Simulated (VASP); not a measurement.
# C (Fmmm) in VASP: notebook, part 2 of 2

VASP 6.6.1.

### Step 3. Single point, PBE

Contents of INCAR:

```
SYSTEM = C
ALGO = Normal
EDIFF = 1E-6
ENCUT = 600
GGA = PE
GGA_COMPAT = .FALSE.
ISIF = 2
ISMEAR = -1
LASPH = .TRUE.
LCHARG = .TRUE.
LELF = .TRUE.
LREAL = .FALSE.
LVHAR = .TRUE.
LWAVE = .FALSE.
NBANDS = 11
NELM = 120
PREC = Accurate
SIGMA = 0.1
```

Contents of KPOINTS:

```
k-points
0
G
  6 6 6
  0 0 0
```

Contents of POSCAR:

```
C
1.0
    0.0000000000      2.1270000000      3.3480000000
    1.2280000000      0.0000000000      3.3480000000
    1.2280000000      2.1270000000      0.0000000000
C
2
Direct
    0.1666666667      0.8333333333      0.1666666667
    0.8333333333      0.1666666667      0.8333333333
```

Potentials or basis: VASP PAW PBE potentials, release 64 (C).

The run is started by

```console
$ cat potpaw_PBE.64/C/POTCAR > POTCAR
$ mpirun -np 1 vasp_std > vasp.out
```

Wall time 10 s (1 thread of AMD EPYC 7R43 (Zen 3), shared host); peak memory 0.1 GiB.

The run converged. Its results:

| Item | Value |
| --- | --- |
| Free energy | -18.3930 eV |
| Pressure | 4.7 GPa |

Forces on the atoms (eV/Å):
```
C    0.000  0.003  0.000
C    0.000 -0.003  0.000
```

Stress tensor (GPa, compression positive):
```
6.18 0.00 0.00
0.00 5.28 0.00
0.00 0.00 2.64
```

Caveat: the k points lie up to 0.52 Å⁻¹ apart; this functional lacks dispersion, which binds the layers, so the pressure and a relaxed spacing across them are unreliable.

### Step 4. Single point, PBE

Contents of INCAR:

```
ALGO = Normal
EDIFF = 1E-6
ENCUT = 600
GGA = PE
GGA_COMPAT = F
ISIF = 2
ISMEAR = -1
LASPH = T
LCHARG = T
LELF = T
LREAL = F
LVHAR = T
LWAVE = F
NBANDS = 11
NELM = 120
PREC = Accurate
SIGMA = 0.1
```

Contents of KPOINTS:

```
k-points
0
Gamma
  7 7 7
```

POSCAR is that of step 3.

Potentials or basis: VASP PAW PBE potentials, release 64 (C).

The run is started by

```console
$ cat potpaw_PBE.64/C/POTCAR > POTCAR
$ mpirun -np 1 vasp_std > vasp.out
```

OUTCAR:

```text
EDIFF = 1E-6
   ENCUT = 600
   GGA = PE
   ISIF = 2
   ISMEAR = -1
   LASPH = T
   LREAL = F
   NELM = 120
   PREC = Accurate

 ion  position               nearest neighbor table
   1  0.167  0.833  0.167-   2 1.42   2 1.42   2 1.42
   2  0.833  0.167  0.833-   1 1.42   1 1.42   1 1.42

  LATTYP: Found a face centered orthorhombic cell.
 ALAT       =     2.4560000000
 B/A-ratio  =     1.7320846906
 C/A-ratio  =     2.7263843648

  Lattice vectors:

 A1 = (   0.0000000000,   2.1270000000,   3.3480000000)
 A2 = (   1.2280000000,   0.0000000000,   3.3480000000)
 A3 = (   1.2280000000,   2.1270000000,   0.0000000000)

Analysis of symmetry for initial positions (statically):
=====================================================================
 Subroutine PRICEL returns:
 Original cell was already a primitive cell.

 Routine SETGRP: Setting up the symmetry group for a
 face centered orthorhombic supercell.

 Subroutine GETGRP returns: Found  8 space group operations
 (whereof  8 operations were pure point group operations)
 out of a pool of  8 trial point group operations.

[... 162 lines left out ...]

 val. band max:        3.8961878100   @ k =   0.4286  -0.1429   0.2857
 cond. band min:       5.6757723447   @ k =   0.0000   0.2857   0.2857
 fundamental gap:      1.7795845347
 Fermi energy:         4.8054652651

 k-point     1 :       0.0000    0.0000    0.0000
  band No.  band energies     occupation
      1     -14.9768      2.00000
      2      -1.8485      2.00000
      3       1.7551      2.00000
      4       1.7806      2.00000
      5       9.0255      0.00000
      6      13.1659      0.00000
      7      13.2373      0.00000
      8      16.2881      0.00000
      9      17.6322      0.00000
     10      27.5443      0.00000
     11      30.5363      0.00000
[... 309 lines left out ...]
 k-point    24 :       0.2857    0.1429    0.1429
  band No.  band energies     occupation
      1     -14.4348      2.00000
      2      -1.7245      2.00000
      3      -0.0173      2.00000
      4       0.8836      2.00000
      5      10.5598      0.00000
      6      13.2968      0.00000
      7      14.8065      0.00000
      8      15.1577      0.00000
      9      18.4517      0.00000
     10      27.9146      0.00000
     11      28.6484      0.00000

 [... further k-points ...]
[... 5 lines left out ...]
  --------------------------------------------------------------------------------------
  -------------------------------------------------------------------------------------
  Total        0.5626966      0.4987518      0.4240549      0.0000000      0.0000000      0.0000000
  in kB       51.5470186     45.6892204     38.8464544      0.0000000      0.0000000      0.0000000
  external PRESSURE =      45.3608978 kB  Pullay stress =       0.0000000 kB

 VOLUME and BASIS-vectors are now :
 -----------------------------------------------------------------------------
  energy-cutoff  :      600.00
  volume of cell :       17.49
      direct lattice vectors                 reciprocal lattice vectors
     0.000000000  2.127000000  3.348000000    -0.407166124  0.235072873  0.149342891
     1.228000000  0.000000000  3.348000000     0.407166124 -0.235072873  0.149342891
     1.228000000  2.127000000  0.000000000     0.407166124  0.235072873 -0.149342891

 POSITION                                       TOTAL-FORCE (eV/Angst)
 -----------------------------------------------------------------------------------
      1.22800      0.70900      3.34800         0.000000     -0.006730      0.000000
      1.22800      3.54500      3.34800         0.000000      0.006730      0.000000
 -----------------------------------------------------------------------------------
    total drift:                               -0.000000     -0.000000      0.000000

  FREE ENERGIE OF THE ION-ELECTRON SYSTEM (eV)
  ---------------------------------------------------
  free  energy   TOTEN  =       -18.4310447949 eV

  energy  without entropy=      -18.4310368054  energy(sigma->0) =      -18.43104080
```

Run time: 14 s. Hardware: 1 thread of AMD EPYC 7R43 (Zen 3), shared host; peak memory 0.1 GiB.

What came out:

```yaml
Free_energy: -18.4310 eV
Pressure: 4.5 GPa
Largest_force: 0.007 eV/Å
```

Forces in eV/Å, atoms in the order of the input:
```
C    0.000 -0.007  0.000
C    0.000  0.007  0.000
```

Caveat: the k points lie up to 0.44 Å⁻¹ apart; this functional lacks dispersion, which binds the layers, so the pressure and a relaxed spacing across them are unreliable.

### Step 5. Single point, PBE

Contents of INCAR:

```
PREC = Accurate
ENCUT = 600
EDIFF = 1E-6
ISMEAR = -1
SIGMA = 0.1
LREAL = F
LASPH = T
NELM = 120
ALGO = Normal
ISIF = 2
LWAVE = F
LCHARG = T
GGA = PE
LELF = T
LVHAR = T
NBANDS = 11
GGA_COMPAT = F
```

Contents of KPOINTS:

```
Automatic mesh
0
Gamma
  8 8 8
```

POSCAR is that of step 4.

The run is started by

```console
$ cat potpaw_PBE.64/C/POTCAR > POTCAR
$ mpirun -np 1 vasp_std > vasp.out
```

Run time: 20 s. Hardware: 1 thread of AMD EPYC 7R43 (Zen 3), shared host; peak memory 0.11 GiB.

The run converged. Its results:

* Free energy: -18.4209 eV
* Pressure: 4.6 GPa
* Largest force: 0.046 eV/Å

Forces on the atoms (eV/Å):
```
C    0.000  0.046  0.000
C    0.000 -0.046  0.000
```

Stress tensor (GPa, compression positive):
```
5.02 0.00 0.00
0.00 5.22 0.00
0.00 0.00 3.57
```

Caveat: the cell stands under pressure; this functional lacks dispersion, which binds the layers, so the pressure and a relaxed spacing across them are unreliable.

### Step 6. Single point, PBE

Contents of INCAR:

```
SYSTEM = C
PREC = Accurate
ENCUT = 600
EDIFF = 1E-6
ISMEAR = -1
SIGMA = 0.1
LREAL = .FALSE.
LASPH = .TRUE.
NELM = 120
ALGO = Normal
ISIF = 2
LWAVE = .FALSE.
LCHARG = .FALSE.
GGA = PE
NBANDS = 11
GGA_COMPAT = .FALSE.
```

Contents of KPOINTS:

```
regular mesh
0
G
  10 10 10
  0 0 0
```

POSCAR is that of step 5.

Potentials or basis: VASP PAW PBE potentials, release 64 (C).

The run is started by

```console
$ cat potpaw_PBE.64/C/POTCAR > POTCAR
$ mpirun -np 1 vasp_std > vasp.out
```

Run time: 34 s. Hardware: 1 thread of AMD EPYC 7R43 (Zen 3), shared host; peak memory 0.12 GiB.

The run converged. Its results:

| Quantity | Value |
| --- | --- |
| Free energy | -18.4233 eV |
| Pressure | 4.6 GPa |
| Largest force | 0.013 eV/Å |

Forces on the atoms (eV/Å):
```
C    0.000 -0.013  0.000
C    0.000  0.013  0.000
```

Stress tensor (GPa, compression positive):
```
5.36 0.00 0.00
0.00 4.63 0.00
0.00 0.00 3.80
```

Caveat: the cell stands under pressure; this functional lacks dispersion, which binds the layers, so the pressure and a relaxed spacing across them are unreliable.

### Step 7. The runs side by side

```csv
k mesh,pressure (GPa),largest force (eV/Å)
4 × 4 × 4,4.1,0.02
6 × 6 × 6,4.7,-
7 × 7 × 7,4.5,0.01
8 × 8 × 8,4.6,0.05
10 × 10 × 10,4.6,0.01
```

Alike in all rows: task single point; level PBE; potentials or basis VASP PAW PBE potentials, release 64 (C); no spin polarisation; cell as given; cutoff (eV) 600; smearing fermi-dirac 0.1 eV.

Caveats: some runs use coarse meshes; this functional lacks dispersion, which binds the layers, so the pressure and a relaxed spacing across them are unreliable; the cell stands under pressure (at least some runs).

Total energies depend on the potentials used, so only differences within one code and one set of settings carry meaning.
